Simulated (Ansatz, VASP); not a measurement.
## One calculation of KI, two programs

INCAR

```
SYSTEM = KI
PREC     = Accurate       ! precision mode
ENCUT    = 520            ! plane-wave cutoff, eV
EDIFF    = 1E-8           ! SCF threshold, eV
ISMEAR   = -1             ! smearing method
SIGMA    = 0.01           ! smearing width, eV
LREAL    = .False.        ! projectors in reciprocal space
LASPH    = .True.         ! aspherical terms in the spheres
NELM     = 80             ! most SCF steps
ALGO     = Normal         ! electronic algorithm
ISIF     = 2              ! what is computed and relaxed
LWAVE    = .False.        ! write WAVECAR
LCHARG   = .False.        ! write CHGCAR
GGA      = PS             ! functional
LEFG     = .True.       
NBANDS   = 15             ! bands
```

The input KPOINTS:

```
Automatic mesh
0
Gamma
  8 8 8
  0 0 0
```

Contents of POSCAR:

```
KI
1.0
    0.0000000000      3.5245500000      3.5597955000
    3.5245500000      0.0000000000      3.5597955000
    3.5245500000      3.5245500000      0.0000000000
K I
1 1
Direct
    0.0000000000      0.0000000000      0.0000000000
    0.5000000000      0.5000000000      0.5000000000
```

Input for Ansatz:

```yaml
crystal:
  lattice:
    - [0.0, 3.52455, 3.5597955]
    - [3.52455, 0.0, 3.5597955]
    - [3.52455, 3.52455, 0.0]
  atoms:
    - { symbol: K, position: [0.0, 0.0, 0.0] }
    - { symbol: I, position: [0.5, 0.5, 0.5] }
kpoints:
  mp_grid: { grid: [8, 8, 8] }
scf:
  occupations: { method: fermi_dirac, width: 0.01 }
hamiltonian:
  xc: pbesol
  pseudopotentials: { kind: all_electron, datasets: crystal }
output:
  forces: true
  stress: true
  eigenvalues: true
  efg: { contact_densities: true }
```

Change from the starting cell: zz strain of +1 %, crystal datasets.

Alike in both runs: task electric field gradients; functional PBEsol; k mesh 8 × 8 × 8; occupations fermi-dirac, width 0.01 eV; no spin polarisation.

|  | VASP | Ansatz |
| --- | --- | --- |
| version | VASP 6.6.1 | Ansatz 0.2.0 |
| potentials or method | VASP PAW PBE potentials, release 64 (K_sv, I), cutoff 520 eV | all-electron PAW with datasets made for the crystal, scalar-relativistic |

|  | VASP | Ansatz | Ansatz less VASP |
| --- | --- | --- | --- |
| gap on the k mesh at the Fermi level (eV) | 3.81 | 3.81 | +0.004 |
| pressure (GPa) | -0.3 | -0.3 | -0.03 |
| traceless stress, the component that is largest in VASP (GPa) | -0.15 | -0.14 | +0.003 |
| size of Vzz on the site where it differs most (V/Å²) | 2.0 | 1.9 | -0.10 |

VASP's potentials were made for PBE, not for PBEsol. Ansatz ran all-electron here, and VASP with PAW potentials.

Neither program's run includes spin-orbit coupling.
